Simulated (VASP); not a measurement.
# Ta2C (P-3m1) in VASP: relaxation of cell and atoms with r2SCAN

Aim: the relaxation of cell and atoms of Ta2C with r2SCAN.

All numbers are computed with VASP 6.6.1; they aren't measurements. Logs are shortened: lines on timing, memory, paths and dates and some standing lists are left out, and cuts for length are marked.

## (1) The cell of the first run

Symmetry: P-3m1, No. 164, trigonal system. Conventional cell: a = 3.106 Å, b = 3.106 Å, c = 4.946 Å, α = 90.00°, β = 90.00°, γ = 120.00°. Ta (site symmetry 3m) has 3 C at 2.18 Å within 2.9 Å. Within 2.9 Å of C (site symmetry -3m) lie 6 Ta at 2.18 Å.

## (2) Relaxation of cell and atoms, r2SCAN

Input file POSCAR:

```
Ta2C
1.0
    3.1059000000      0.0000000000      0.0000000000
   -1.5529500000      2.6897883000      0.0000000000
    0.0000000000      0.0000000000      4.9464000000
Ta C
2 1
Direct
    0.3333333300      0.6666666700      0.2520100000
    0.6666666700      0.3333333300      0.7479900000
    0.0000000000      0.0000000000      0.0000000000
```

Input file INCAR.step1:

```
SYSTEM = Ta2C
PREC = Accurate ; ENCUT = 600
ISMEAR = -1 ; SIGMA = 0.1
LREAL = .False. ; LASPH = .True.
NELM = 100 ; GGA = PE
ALGO = Normal ; EDIFF = 1E-4
LWAVE = .True. ; LCHARG = .False.
```

Input file INCAR.step2:

```
SYSTEM = Ta2C
PREC = Accurate ; ENCUT = 600
EDIFF = 1E-6 ; ISMEAR = -1
SIGMA = 0.1 ; LREAL = .False.
LASPH = .True. ; NELM = 100
ALGO = Normal ; ISIF = 3
LWAVE = .False. ; LCHARG = .False.
METAGGA = R2SCAN ; LMIXTAU = .True.
IBRION = 2 ; NSW = 80
EDIFFG = -0.01 ; ISTART = 1
```

Input file KPOINTS:

```
regular mesh
0
Gamma
  11 11 6
  0 0 0
```

Potentials or basis: VASP PAW PBE potentials, release 64 (Ta_pv, C).

Started as:

```bash
$ cat potpaw_PBE.64/Ta_pv/POTCAR potpaw_PBE.64/C/POTCAR > POTCAR
$ cp INCAR.step1 INCAR
$ mpirun -np 1 vasp_std > vasp.out
$ cp INCAR.step2 INCAR
$ mpirun -np 1 vasp_std > vasp.out
```

OUTCAR:

```text
SYSTEM = Ta2C
   PREC = Accurate
   ENCUT = 600
   EDIFF = 1E-6
   ISMEAR = -1
   LREAL = .False.
   LASPH = .True.
   NELM = 100
   ISIF = 3
   METAGGA = R2SCAN
   IBRION = 2
   NSW = 80
   EDIFFG = -0.01
   ISTART = 1

 ion  position               nearest neighbor table
   1  0.333  0.667  0.252-   3 2.18   3 2.18   3 2.18   2 3.04   2 3.04   2 3.04   2 3.07   2 3.07
                             2 3.07
   2  0.667  0.333  0.748-   3 2.18   3 2.18   3 2.18   1 3.04   1 3.04   1 3.04   1 3.07   1 3.07
                             1 3.07
   3  0.000  0.000  0.000-   1 2.18   2 2.18   1 2.18   2 2.18   2 2.18   1 2.18

  LATTYP: Found a hexagonal cell.
 ALAT       =     3.1059000000
 C/A-ratio  =     1.5925818603

  Lattice vectors:

 A1 = (   3.1059000000,   0.0000000000,   0.0000000000)
 A2 = (  -1.5529500000,   2.6897883000,   0.0000000000)
 A3 = (   0.0000000000,   0.0000000000,   4.9464000000)

Analysis of symmetry for initial positions (statically):
=====================================================================
 Subroutine PRICEL returns:
 Original cell was already a primitive cell.

 Routine SETGRP: Setting up the symmetry group for a
 hexagonal supercell.

 Subroutine GETGRP returns: Found 12 space group operations
 (whereof 12 operations were pure point group operations)
 out of a pool of 24 trial point group operations.

The static configuration has the point symmetry D_3d.

Analysis of symmetry for dynamics (positions and initial velocities):
=====================================================================
 Subroutine PRICEL returns:
 Original cell was already a primitive cell.

 Routine SETGRP: Setting up the symmetry group for a
 hexagonal supercell.

 Subroutine GETGRP returns: Found 12 space group operations
 (whereof 12 operations were pure point group operations)
 out of a pool of 24 trial point group operations.

The dynamic configuration has the point symmetry D_3d.

 Subroutine INISYM returns: Found 12 space group operations
 (whereof 12 operations are pure point group operations),
 and found     1 'primitive' translations

----------------------------------------------------------------------------------------

                                     Primitive cell

  volume of cell :      41.3233

  direct lattice vectors                    reciprocal lattice vectors
     3.105900000  0.000000000  0.000000000     0.321967868  0.185888235  0.000000000
    -1.552950000  2.689788300  0.000000000     0.000000000  0.371776470  0.000000000
     0.000000000  0.000000000  4.946400000     0.000000000  0.000000000  0.202167233

  length of vectors
     3.105900000  3.105899999  4.946400000     0.371776470  0.371776470  0.202167233

  position of ions in fractional coordinates (direct lattice)
     0.333333330  0.666666670  0.252010000
     0.666666670  0.333333330  0.747990000
     0.000000000  0.000000000  0.000000000

  ion indices of the primitive-cell ions
   primitive index   ion index
                 1           1
                 2           2
                 3           3

----------------------------------------------------------------------------------------

 KPOINTS: regular mesh

Automatic generation of k-mesh.
 Grid dimensions read from file:
 generate k-points for:   11   11    6

 Generating k-lattice:

  Cartesian coordinates                     Fractional coordinates (reciprocal lattice)
     0.029269806  0.016898930  0.000000000     0.090909091  0.000000000  0.000000000
     0.000000000  0.033797861  0.000000000     0.000000000  0.090909091  0.000000000
     0.000000000  0.000000000  0.033694539     0.000000000  0.000000000  0.166666667

  Length of vectors
     0.033797861  0.033797861  0.033694539

  Shift w.r.t. Gamma in fractional coordinates (k-lattice)
     0.000000000  0.000000000  0.000000000

 Subroutine IBZKPT returns following result:
 ===========================================

 Found     84 irreducible k-points:

 Following reciprocal coordinates:
            Coordinates               Weight
  0.000000  0.000000  0.000000      1.000000
  0.090909 -0.000000  0.000000      6.000000
  0.181818  0.000000  0.000000      6.000000
  0.272727  0.000000  0.000000      6.000000
  0.363636 -0.000000  0.000000      6.000000
  0.454545  0.000000  0.000000      6.000000
[... 16 lines left out ...]
  0.000000  0.272727  0.166667      6.000000
  0.363636 -0.000000  0.166667      6.000000
 [... further k-points ...]
   k-points           NKPTS =     84   k-points in BZ     NKDIM =     84   number of bands    NBANDS=     17
   number of dos      NEDOS =    301   number of ions     NIONS =      3
   total plane-waves  NPLWV =  31360
   dimension x,y,z NGX =    28 NGY =   28 NGZ =   40
   dimension x,y,z NGXF=    56 NGYF=   56 NGZF=   80
   ions per type =               2   1
   NGX,Y,Z   is equivalent  to a cutoff of  14.99, 14.99, 13.44 a.u.
   NGXF,Y,Z  is equivalent  to a cutoff of  29.97, 29.97, 26.89 a.u.
 SYSTEM =  Ta2C
   PREC   = accura    normal or accurate (medium, high low for compatibility)
   ISTART =      1    job   : 0-new  1-cont  2-samecut
   ICHARG =      0    charge: 1-file 2-atom 10-const
   ISPIN  =      1    spin polarized calculation?
   LNONCOLLINEAR =      F non collinear calculations
   LSORBIT =      F    spin-orbit coupling
   LASPH  =      T    aspherical Exc in radial PAW
   ENCUT  =  600.0 eV  44.10 Ry    6.64 a.u.   6.20  6.20  9.88*2*pi/ulx,y,z
   NELM   =    100;   NELMIN=  2; NELMDL=  0     # of ELM steps
   EDIFF  = 0.1E-05   stopping-criterion for ELM
   LREAL  =      F    real-space projection
   EDIFFG = -.1E-01   stopping-criterion for IOM
   NSW    =     80    number of steps for IOM
   IBRION =      2    ionic relax: 0-MD 1-quasi-New 2-CG
   NFREE  =      1    steps in history (QN), initial steepest desc. (CG)
   ISIF   =      3    stress and relaxation
   ISYM   =      2    0-nonsym 1-usesym 2-fastsym
   POTIM  = 0.5000    time-step for ionic-motion
   TEBEG  =    0.0;   TEEND  =   0.0 temperature during run
   PSTRESS=    0.0 pullay stress
   NELECT =      26.0000    total number of electrons
   NUPDOWN=      -1.0000    fix difference up-down
   EMIN   =  10.00;   EMAX   =-10.00  energy-range for DOS
   EFERMI =   0.00;   METHOD = LEGACY
   ISMEAR =    -1;   SIGMA  =   0.10  broadening in eV -4-tet -1-fermi 0-gaus
   EFERMI_NEDOS =   21; number of points for ismear=-14 and -15
   IALGO  =     38    algorithm
   IMIX   =      4    mixing-type and parameters
     AMIX     =   0.40;   BMIX     =  1.00
     AMIX_MAG =   1.60;   BMIX_MAG =  1.00
  volume/ion in A,a.u.               =      13.77        92.95
  Fermi-wavevector in a.u.,A,eV,Ry     =   1.402817  2.650940 26.774843  1.967895
  Thomas-Fermi vector in A             =   2.525541
   LORBIT       =      0    0 simple, 1 ext, 2 COOP (PROOUT), +10 PAW based schemes
   METAGGA = R2SCAN    functional components
   LHFCALC =     F    Hartree Fock is set to
   AEXX    =    0.0000 exact exchange contribution
   IVDW    =     0    specifies the selected vdW correction
   LEPSILON=     F    determine dielectric tensor
   LRPA    =     F    only Hartree local field effects (RPA)
 conjugate gradient relaxation of ions
 non-spin polarized calculation
  energy-cutoff  :      600.00
  volume of cell :       41.32
 maximum number of plane-waves:      1412
 NGX is ok and might be reduce to    28
   NGX = 13   NGY = 13   NGZ = 19

--------------------------------------- Ionic step        1  -------------------------------------------

 number of electron      26.0000001 magnetization

 Free energy of the ion-electron system (eV)
  ---------------------------------------------------
  ext. energy  EPLUGINS =         0.00000000
  ---------------------------------------------------
  free energy    TOTEN  =      -109.17340446 eV

  energy without entropy =     -109.14891454  energy(sigma->0) =     -109.16115950

------------------------ aborting loop because EDIFF is reached ----------------------------------------

  FORCE on cell =-STRESS in cart. coord.  units (eV):
  Direction    XX          YY          ZZ          XY          YZ          ZX
  --------------------------------------------------------------------------------------
  -------------------------------------------------------------------------------------
  Total        0.5519200      0.5519200      0.3360783      0.0000000      0.0000000      0.0000000
  in kB       21.3989235     21.3989235     13.0303557      0.0000000      0.0000000      0.0000000
  external PRESSURE =      18.6094009 kB  Pullay stress =       0.0000000 kB
[... 133 lines left out ...]
  energy  without entropy=     -109.1528654893  energy(sigma->0) =     -109.16492580

--------------------------------------- Ionic step        5  -------------------------------------------

 number of electron      26.0000000 magnetization

 Free energy of the ion-electron system (eV)
  ---------------------------------------------------
  ext. energy  EPLUGINS =         0.00000000
  ---------------------------------------------------
  free energy    TOTEN  =      -109.17703727 eV

  energy without entropy =     -109.15281956  energy(sigma->0) =     -109.16492842

 E-fermi :   6.5669     XC(G=0): -13.8384

 val. band max:        6.5659747191   @ k =   0.0909   0.0909   0.0000
 cond. band min:       6.5788130349   @ k =   0.0000   0.0909   0.3333
 fundamental gap:      0.0128383158
 Fermi energy:         6.5668691723

 k-point     1 :       0.0000    0.0000    0.0000
  band No.  band energies     occupation
      1     -29.6829      2.00000
      2     -28.9843      2.00000
      3     -28.9843      2.00000
      4     -28.8700      2.00000
      5     -28.8700      2.00000
      6     -28.7813      2.00000
[... 9 lines left out ...]
     16       7.7089      0.00002
     17       8.9884      0.00000
[... 443 lines left out ...]
      1     -29.5303      2.00000
      2     -29.4156      2.00000
      3     -29.2868      2.00000
      4     -29.1347      2.00000
      5     -28.9468      2.00000
      6     -28.9185      2.00000
[... 9 lines left out ...]
     16      10.1769      0.00000
     17      10.4783      0.00000

 [... further k-points ...]

------------------------ aborting loop because EDIFF is reached ----------------------------------------

  FORCE on cell =-STRESS in cart. coord.  units (eV):
  Direction    XX          YY          ZZ          XY          YZ          ZX
  --------------------------------------------------------------------------------------
  -------------------------------------------------------------------------------------
  Total        0.0010303      0.0010303      0.0028951      0.0000000      0.0000000      0.0000000
  in kB        0.0397597      0.0397597      0.1117254      0.0000000      0.0000000      0.0000000
  external PRESSURE =       0.0637483 kB  Pullay stress =       0.0000000 kB
[... 18 lines left out ...]
  FREE ENERGIE OF THE ION-ELECTRON SYSTEM (eV)
  ---------------------------------------------------
  free  energy   TOTEN  =      -109.1770372722 eV

  energy  without entropy=     -109.1528195619  energy(sigma->0) =     -109.16492842

 reached required accuracy - stopping structural energy minimisation
```

It took 7.1 min on 1 thread of Intel Xeon 6975P-C (Granite Rapids), shared host; peak memory 0.24 GiB.

Results:

- Free energy: -109.1770 eV
- Relaxed volume: 13.84 Å³/atom
- Relaxed cell: a = 3.114 Å, b = 3.114 Å, c = 4.944 Å, α = 90.00°, β = 90.00°, γ = 120.00°
- Space group after relaxing (to 0.1 Å): P-3m1 (No. 164)
- Energy gained by relaxing: 1.2 meV/atom
- Ionic steps: 5
- Pressure after relaxing: 0.0 GPa
- Band gap on the k mesh: zero (bands 13 and 14 overlap by 0.75 eV)

The path:
```tsv
step	energy change (eV)	largest force (eV/Å)	pressure (GPa)	volume (Å³)
1	0.0000	0.2818	1.86	41.32
2	0.0113	0.2981	-5.42	42.29
3	-0.0030	0.0916	-0.49	41.62
4	-0.0036	0.0271	0.14	41.49
5	-0.0036	0.0020	0.01	41.52
```

Final structure:
```xyz
3
Lattice="3.1140 0.0000 0.0000 -1.5570 2.6968 0.0000 0.0000 0.0000 4.9436" Properties=species:S:1:pos:R:3 pbc="T T T"
Ta    0.0000    1.7979    1.2540
Ta    1.5570    0.8989    3.6896
C     0.0000    0.0000    0.0000
```

Levels at points of the mesh, in eV from the Fermi level:
| k point | band 11 | band 12 | band 13 | band 14 | band 15 | band 16 |
| --- | --- | --- | --- | --- | --- | --- |
| (0.00, 0.00, 0.00) | -3.53 | 0.01 | 0.49 | 0.49 | 1.14 | 1.14 |
| (0.00, 0.00, 0.50) | -1.98 | -1.81 | -0.26 | -0.26 | 2.96 | 2.96 |

Caveat: the PAW data sets were made with another functional, which shifts forces and pressure a little; spin-orbit coupling is left out, which moves the levels of the heavy elements. Zero-point motion and thermal expansion aren't in these numbers.
